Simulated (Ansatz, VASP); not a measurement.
**One calculation of Ir, two programs**

```
Ir
1.0
    -1.54668    1.54668    1.54668
     1.54668   -1.54668    1.54668
     1.54668    1.54668   -1.54668
Ir
1
Direct
  0.00000 0.00000 0.00000
```

Alike in both runs: task single point; functional r2SCAN; k mesh 23 × 23 × 23; occupations fermi-dirac, width 0.05 eV; collinear spin.

|  | VASP | Ansatz |
| --- | --- | --- |
| version | VASP 6.6.1 | Ansatz 0.2.0 |
| potentials or method | VASP PAW PBE potentials, release 64 (Ir), cutoff 520 eV | plane waves (500 eV) with PAW, scalar-relativistic |
| valence electrons in the cell | 9 | 17 |

Ansatz gave:

```
net moment per atom (μB)                                      : 0.81
size of the moment on the site where the two differ most (μB) : 0.79
```

Estimate VASP's values.

net moment per atom (μB): 0.80; size of the moment on the site where the two differ most (μB): 0.82.

VASP's potentials were made for PBE, not for r2SCAN. Site moments also hang on the region over which each program counts them. The functional is the same, so the differences come from potentials, cutoffs and numerics. VASP's potentials hold 9 valence electrons a cell and Ansatz's 17, so a difference there can come from the potentials and not from the codes. Ansatz's warnings: stability check not made.

Spin-orbit coupling is off throughout.
